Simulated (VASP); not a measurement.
# H (I4/mmm) in VASP: relaxation of cell and atoms with PBE

Aim: the relaxation of cell and atoms of H with PBE.

Program: VASP 6.6.1. These are calculated values, not measurements. Logs are shortened: lines on timing, memory, paths and dates and some standing lists are left out, and cuts for length are marked.

### 1 The cell of the first run

The structure is tetragonal, space group I4/mmm (No. 139). Conventional cell: a = 3.710 Å, b = 3.710 Å, c = 4.571 Å, α = 90.00°, β = 90.00°, γ = 90.00°. H (site symmetry 4mm) has 1 H at 0.75 Å within 1.0 Å.

### 2 Relaxation of cell and atoms, PBE

File INCAR:

```
ALGO = Normal
EDIFF = 1E-7
EDIFFG = -0.001
ENCUT = 1230
GGA = PE
GGA_COMPAT = F
IBRION = 2
ISIF = 3
ISMEAR = 0
LASPH = T
LCHARG = F
LREAL = F
LWAVE = F
NELM = 120
NELMIN = 4
NSW = 80
PREC = Accurate
SIGMA = 0.01
```

File KPOINTS:

```
k-points
0
Gamma
  8 8 8
```

File POSCAR:

```
H
1.0
   -1.8548681235      1.8548681235      2.2855637461
    1.8548681235     -1.8548681235      2.2855637461
    1.8548681235      1.8548681235     -2.2855637461
H
2
Direct
    0.9178910701      0.9178910701      0.0000000000
    0.0821089299      0.0821089299      0.0000000000
```

Potentials or basis: VASP PAW PBE potentials, release 64 (H_h).

Run with:

```
cat potpaw_PBE.64/H_h/POTCAR > POTCAR
mpirun -np 1 vasp_std > vasp.out
```

OUTCAR:

```text
EDIFF = 1E-7
   EDIFFG = -0.001
   ENCUT = 1230
   GGA = PE
   IBRION = 2
   ISIF = 3
   ISMEAR = 0
   LASPH = T
   LREAL = F
   NELM = 120
   NELMIN = 4
   NSW = 80
   PREC = Accurate

 ion  position               nearest neighbor table
   1  0.918  0.918  0.000-   2 0.75
   2  0.082  0.082  0.000-   1 0.75

  LATTYP: Found a body centered tetragonal cell.
 ALAT       =     3.7097362470
 C/A-ratio  =     1.2321974361

  Lattice vectors:

 A1 = (  -1.8548681235,   1.8548681235,   2.2855637461)
 A2 = (   1.8548681235,  -1.8548681235,   2.2855637461)
 A3 = (   1.8548681235,   1.8548681235,  -2.2855637461)

Analysis of symmetry for initial positions (statically):
=====================================================================
 Subroutine PRICEL returns:
 Original cell was already a primitive cell.

 Routine SETGRP: Setting up the symmetry group for a
 body centered tetragonal supercell.

 Subroutine GETGRP returns: Found 16 space group operations
 (whereof 16 operations were pure point group operations)
 out of a pool of 16 trial point group operations.

The static configuration has the point symmetry D_4h.

Analysis of symmetry for dynamics (positions and initial velocities):
=====================================================================
 Subroutine PRICEL returns:
 Original cell was already a primitive cell.

 Routine SETGRP: Setting up the symmetry group for a
 body centered tetragonal supercell.

 Subroutine GETGRP returns: Found 16 space group operations
 (whereof 16 operations were pure point group operations)
 out of a pool of 16 trial point group operations.

The dynamic configuration has the point symmetry D_4h.

 Subroutine INISYM returns: Found 16 space group operations
 (whereof 16 operations are pure point group operations),
 and found     1 'primitive' translations

----------------------------------------------------------------------------------------

                                     Primitive cell

  volume of cell :      31.4543

  direct lattice vectors                    reciprocal lattice vectors
    -1.854868123  1.854868123  2.285563746     0.000000000  0.269560943  0.218764408
     1.854868123 -1.854868123  2.285563746     0.269560943  0.000000000  0.218764408
     1.854868123  1.854868123 -2.285563746     0.269560943  0.269560943  0.000000000

  length of vectors
     3.479205822  3.479205822  3.479205822     0.347161300  0.347161300  0.381216741

  position of ions in fractional coordinates (direct lattice)
     0.917891070  0.917891070  0.000000000
     0.082108930  0.082108930  0.000000000

  ion indices of the primitive-cell ions
   primitive index   ion index
                 1           1
                 2           2

----------------------------------------------------------------------------------------

 KPOINTS: k-points

Automatic generation of k-mesh.
 Grid dimensions read from file:
 generate k-points for:    8    8    8

 Generating k-lattice:

  Cartesian coordinates                     Fractional coordinates (reciprocal lattice)
     0.000000000  0.033695118  0.027345551     0.125000000  0.000000000 -0.000000000
     0.033695118  0.000000000  0.027345551     0.000000000  0.125000000 -0.000000000
     0.033695118  0.033695118  0.000000000     0.000000000  0.000000000  0.125000000

  Length of vectors
     0.043395162  0.043395162  0.047652093

  Shift w.r.t. Gamma in fractional coordinates (k-lattice)
     0.000000000  0.000000000  0.000000000

 Subroutine IBZKPT returns following result:
 ===========================================

 Found     59 irreducible k-points:

 Following reciprocal coordinates:
            Coordinates               Weight
  0.000000  0.000000  0.000000      1.000000
  0.125000  0.000000 -0.000000      8.000000
  0.250000  0.000000 -0.000000      8.000000
  0.375000  0.000000 -0.000000      8.000000
  0.500000  0.000000 -0.000000      4.000000
  0.125000  0.125000 -0.000000      8.000000
[... 16 lines left out ...]
  0.250000  0.125000  0.125000     16.000000
  0.375000  0.125000  0.125000      8.000000
 [... further k-points ...]
   k-points           NKPTS =     59   k-points in BZ     NKDIM =     59   number of bands    NBANDS=      5
   number of dos      NEDOS =    301   number of ions     NIONS =      2
   total plane-waves  NPLWV =  64000
   dimension x,y,z NGX =    40 NGY =   40 NGZ =   40
   dimension x,y,z NGXF=    80 NGYF=   80 NGZF=   80
   ions per type =               2
   NGX,Y,Z   is equivalent  to a cutoff of  19.11, 19.11, 19.11 a.u.
   NGXF,Y,Z  is equivalent  to a cutoff of  38.23, 38.23, 38.23 a.u.
 SYSTEM =  unknown system
   PREC   = accura    normal or accurate (medium, high low for compatibility)
   ISTART =      0    job   : 0-new  1-cont  2-samecut
   ICHARG =      2    charge: 1-file 2-atom 10-const
   ISPIN  =      1    spin polarized calculation?
   LNONCOLLINEAR =      F non collinear calculations
   LSORBIT =      F    spin-orbit coupling
   LASPH  =      T    aspherical Exc in radial PAW
   ENCUT  = 1230.0 eV  90.40 Ry    9.51 a.u.   9.95  9.95  9.95*2*pi/ulx,y,z
   NELM   =    120;   NELMIN=  4; NELMDL= -5     # of ELM steps
   EDIFF  = 0.1E-06   stopping-criterion for ELM
   LREAL  =      F    real-space projection
   EDIFFG = -.1E-02   stopping-criterion for IOM
   NSW    =     80    number of steps for IOM
   IBRION =      2    ionic relax: 0-MD 1-quasi-New 2-CG
   NFREE  =      1    steps in history (QN), initial steepest desc. (CG)
   ISIF   =      3    stress and relaxation
   ISYM   =      2    0-nonsym 1-usesym 2-fastsym
   POTIM  = 0.5000    time-step for ionic-motion
   TEBEG  =    0.0;   TEEND  =   0.0 temperature during run
   PSTRESS=    0.0 pullay stress
   NELECT =       2.0000    total number of electrons
   NUPDOWN=      -1.0000    fix difference up-down
   EMIN   =  10.00;   EMAX   =-10.00  energy-range for DOS
   EFERMI =   0.00;   METHOD = LEGACY
   ISMEAR =     0;   SIGMA  =   0.01  broadening in eV -4-tet -1-fermi 0-gaus
   EFERMI_NEDOS =   21; number of points for ismear=-14 and -15
   IALGO  =     38    algorithm
   IMIX   =      4    mixing-type and parameters
     AMIX     =   0.40;   BMIX     =  1.00
     AMIX_MAG =   1.60;   BMIX_MAG =  1.00
  volume/ion in A,a.u.               =      15.73       106.13
  Fermi-wavevector in a.u.,A,eV,Ry     =   0.653419  1.234783  5.809093  0.426956
  Thomas-Fermi vector in A             =   1.723653
   LORBIT       =      0    0 simple, 1 ext, 2 COOP (PROOUT), +10 PAW based schemes
   GGA     = PE    functional components
   LHFCALC =     F    Hartree Fock is set to
   AEXX    =    0.0000 exact exchange contribution
   IVDW    =     0    specifies the selected vdW correction
   LEPSILON=     F    determine dielectric tensor
   LRPA    =     F    only Hartree local field effects (RPA)
 conjugate gradient relaxation of ions
 non-spin polarized calculation
 Gauss-broadening in eV      SIGMA  =   0.01
  energy-cutoff  :     1230.00
  volume of cell :       31.45
 maximum number of plane-waves:      3114
   NGX = 19   NGY = 19   NGZ = 19

 number of electron       2.0000000 magnetization

 Free energy of the ion-electron system (eV)
  ---------------------------------------------------
  ext. energy  EPLUGINS =         0.00000000
  ---------------------------------------------------
  free energy    TOTEN  =        -6.78951439 eV

  energy without entropy =       -6.78951439  energy(sigma->0) =       -6.78951439

 E-fermi :  -8.7752     XC(G=0):  -4.6568

 val. band max:       -8.8292437297   @ k =   0.5000   0.5000   0.5000
 cond. band min:       0.4464226734   @ k =   0.5000   0.0000  -0.0000
 fundamental gap:      9.2756664031
 Fermi energy:        -8.7752130214

 k-point     1 :       0.0000    0.0000    0.0000
  band No.  band energies     occupation
      1     -10.2400      2.00000
      2       3.2979      0.00000
      3       6.8661      0.00000
      4      12.2401      0.00000
      5      12.2401      0.00000

 k-point     2 :       0.1250    0.0000   -0.0000
  band No.  band energies     occupation
      1     -10.1204      2.00000
      2       2.8120      0.00000
      3       7.0329      0.00000
      4      10.9410      0.00000
      5      11.4571      0.00000

 k-point     3 :       0.2500    0.0000   -0.0000
  band No.  band energies     occupation
      1      -9.8100      2.00000
      2       1.7846      0.00000
      3       7.1598      0.00000
      4       9.1798      0.00000
      5      10.5140      0.00000

 k-point     4 :       0.3750    0.0000   -0.0000
  band No.  band energies     occupation
      1      -9.4616      2.00000
      2       0.8349      0.00000
      3       6.8765      0.00000
      4       8.4129      0.00000
      5       9.9388      0.00000

 k-point     5 :       0.5000    0.0000   -0.0000
  band No.  band energies     occupation
      1      -9.3031      2.00000
      2       0.4464      0.00000
      3       6.6494      0.00000
      4       8.2884      0.00000
      5       9.7516      0.00000

 k-point     6 :       0.1250    0.1250   -0.0000
  band No.  band energies     occupation
      1      -9.9211      2.00000
      2       2.0550      0.00000
      3       7.7934      0.00000
      4       8.7948      0.00000
      5      11.0016      0.00000

 k-point     7 :       0.2500    0.1250   -0.0000
  band No.  band energies     occupation
      1      -9.5906      2.00000
      2       1.2374      0.00000
      3       6.8789      0.00000
      4       8.1458      0.00000
      5      10.4701      0.00000

 k-point     8 :       0.3750    0.1250   -0.0000
  band No.  band energies     occupation
      1      -9.3133      2.00000
      2       0.7085      0.00000
      3       5.8060      0.00000
      4       8.0859      0.00000
      5      10.0572      0.00000

 k-point     9 :       0.5000    0.1250    0.0000
  band No.  band energies     occupation
      1      -9.2873      2.00000
      2       0.7606      0.00000
      3       5.5415      0.00000
      4       8.0166      0.00000
      5       9.9662      0.00000

 k-point    10 :      -0.3750    0.1250    0.0000
  band No.  band energies     occupation
      1      -9.5331      2.00000
      2       1.4249      0.00000
      3       5.8160      0.00000
      4       8.3069      0.00000
      5      10.3392      0.00000

 k-point    11 :      -0.2500    0.1250    0.0000
  band No.  band energies     occupation
      1      -9.8694      2.00000
      2       2.3674      0.00000
      3       6.0964      0.00000
      4       9.5024      0.00000
      5      11.2756      0.00000

 k-point    12 :      -0.1250    0.1250    0.0000
  band No.  band energies     occupation
      1     -10.1004      2.00000
      2       3.0076      0.00000
      3       6.3559      0.00000
      4      11.1964      0.00000
      5      12.3899      0.00000

 k-point    13 :       0.2500    0.2500   -0.0000
  band No.  band energies     occupation
      1      -9.3235      2.00000
      2       1.0301      0.00000
      3       5.0371      0.00000
      4       7.9197      0.00000
      5      10.1877      0.00000

 k-point    14 :       0.3750    0.2500    0.0000
  band No.  band energies     occupation
      1      -9.1721      2.00000
      2       1.2093      0.00000
      3       3.9923      0.00000
      4       7.5668      0.00000
      5       9.3068      0.00000

 k-point    15 :       0.5000    0.2500   -0.0000
  band No.  band energies     occupation
      1      -9.2437      2.00000
      2       1.5737      0.00000
      3       4.1012      0.00000
      4       7.4964      0.00000
      5       8.7086      0.00000

 k-point    16 :      -0.3750    0.2500    0.0000
  band No.  band energies     occupation
      1      -9.4864      2.00000
      2       2.0168      0.00000
      3       4.9062      0.00000
      4       8.0301      0.00000
      5       8.9082      0.00000

 k-point    17 :      -0.2500    0.2500    0.0000
  band No.  band energies     occupation
      1      -9.7414      2.00000
      2       2.4480      0.00000
      3       5.4252      0.00000
      4       9.5819      0.00000
      5       9.8023      0.00000

 k-point    18 :       0.3750    0.3750   -0.0000
  band No.  band energies     occupation
      1      -9.1204      2.00000
      2       2.3082      0.00000
      3       2.7184      0.00000
      4       7.2129      0.00000
      5       8.1607      0.00000

 k-point    19 :       0.5000    0.3750   -0.0000
  band No.  band energies     occupation
      1      -9.1922      2.00000
      2       2.0746      0.00000
      3       3.8340      0.00000
      4       6.9154      0.00000
      5       7.9768      0.00000

 k-point    20 :      -0.3750    0.3750    0.0000
  band No.  band energies     occupation
      1      -9.3455      2.00000
      2       2.0525      0.00000
      3       4.7186      0.00000
      4       7.1638      0.00000
      5       8.8871      0.00000

 k-point    21 :       0.5000    0.5000   -0.0000
  band No.  band energies     occupation
      1      -9.1685      2.00000
      2       1.9408      0.00000
      3       4.4659      0.00000
      4       6.2612      0.00000
      5       8.5748      0.00000

 k-point    22 :       0.1250    0.1250    0.1250
  band No.  band energies     occupation
      1      -9.6130      2.00000
      2       1.6987      0.00000
      3       6.3091      0.00000
      4       7.2306      0.00000
      5      10.7648      0.00000

 k-point    23 :       0.2500    0.1250    0.1250
  band No.  band energies     occupation
      1      -9.3340      2.00000
      2       1.2278      0.00000
      3       5.3848      0.00000
      4       6.2735      0.00000
      5      11.1502      0.00000

 k-point    24 :       0.3750    0.1250    0.1250
  band No.  band energies     occupation
      1      -9.2106      2.00000
      2       1.0680      0.00000
      3       4.7956      0.00000
      4       6.1117      0.00000
      5      11.7507      0.00000

 [... further k-points ...]

------------------------ aborting loop because EDIFF is reached ----------------------------------------

  FORCE on cell =-STRESS in cart. coord.  units (eV):
  Direction    XX          YY          ZZ          XY          YZ          ZX
  --------------------------------------------------------------------------------------
  -------------------------------------------------------------------------------------
  Total        0.0007224      0.0007224      0.0015449      0.0000000     -0.0000000      0.0000000
  in kB        0.0367974      0.0367974      0.0786921      0.0000000     -0.0000000      0.0000000
  external PRESSURE =       0.0507623 kB  Pullay stress =       0.0000000 kB

 VOLUME and BASIS-vectors are now :
 -----------------------------------------------------------------------------
  energy-cutoff  :     1230.00
  volume of cell :       31.45
      direct lattice vectors                 reciprocal lattice vectors
    -1.854868123  1.854868123  2.285563746     0.000000000  0.269560943  0.218764408
     1.854868123 -1.854868123  2.285563746     0.269560943  0.000000000  0.218764408
     1.854868123  1.854868123 -2.285563746     0.269560943  0.269560943  0.000000000

 POSITION                                       TOTAL-FORCE (eV/Angst)
 -----------------------------------------------------------------------------------
      0.00000      0.00000      4.19580        -0.000000     -0.000000      0.000340
      0.00000      0.00000      0.37533         0.000000      0.000000     -0.000340
 -----------------------------------------------------------------------------------
    total drift:                               -0.000000     -0.000000      0.000000

  FREE ENERGIE OF THE ION-ELECTRON SYSTEM (eV)
  ---------------------------------------------------
  free  energy   TOTEN  =        -6.7895143891 eV

  energy  without entropy=       -6.7895143891  energy(sigma->0) =       -6.78951439

 reached required accuracy - stopping structural energy minimisation
```

Run time: 44 s. Hardware: 1 thread of AMD EPYC 7R43 (Zen 3), shared host; peak memory 0.19 GiB.

What came out:

| Quantity | Value |
| --- | --- |
| Free energy | -6.7895 eV |
| Pressure after relaxing | 0.0 GPa |
| Band gap on the k mesh | 9.28 eV (least direct gap 9.75 eV) |

Final structure:
```
H
1.0
    -1.85487    1.85487    2.28556
     1.85487   -1.85487    2.28556
     1.85487    1.85487   -2.28556
H
2
Cartesian
  0.0000 0.0000 4.1958
  0.0000 0.0000 0.3753
```

Caveat: this functional lacks dispersion, which holds the molecules together, so the pressure and a relaxed volume are unreliable.
